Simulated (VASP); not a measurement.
## Co: single point with PBE

The system is Co.

```xyz
2
Lattice="2.5485 0.0000 0.0000 -1.2743 2.2071 0.0000 0.0000 0.0000 4.1366" Properties=species:S:1:pos:R:3 pbc="T T T"
Co    0.0000    1.4714    1.0342
Co    1.2743    0.7357    3.1025
```

```json
{"Program": "VASP 6.6.1", "Task": "single point", "Functional": "PBE", "Potentials or basis": "VASP PAW PBE potentials, release 64 (Co)", "Cutoff": "520 eV", "k mesh": "13 × 13 × 7", "Occupations": "fermi-dirac, width 0.1 eV", "Spin": "collinear spin, ferromagnetic start", "Starting moments": "[3.2, 3.2] μB", "Dipole correction": "no", "Further INCAR settings": "ALGO = Normal; EDIFF = 1e-06; NBANDS = 20"}
```

```
Pressure                                              : -12.9 GPa
Net moment                                            : 3.28 μB per cell
Site moments                                          : Co +1.67 μB
Valence electrons inside the program's atomic spheres : Co 8.15
```

Levels at points of the mesh, in eV from the Fermi level:
Spin up:
| k point | band 7 | band 8 | band 9 | band 10 | band 11 | band 12 | band 13 | band 14 | band 15 | band 16 |
| --- | --- | --- | --- | --- | --- | --- | --- | --- | --- | --- |
| (0.00, 0.00, 0.00) | -2.24 | -1.92 | -1.92 | -0.95 | -0.95 | -0.07 | 5.70 | 21.42 | 23.35 | 23.35 |
Spin down:
```
           k point  band 4  band 5  band 6  band 7  band 8  band 9  band 10  band 11
(0.00, 0.00, 0.00)   -0.84   -0.84   -0.52   -0.52   -0.17   -0.11    -0.11     0.98
```

Run time: 120 s on 1 thread of Intel Xeon 8259CL (shared host), peak memory 0.18 GiB.

Caveat: the cell stands under tension.
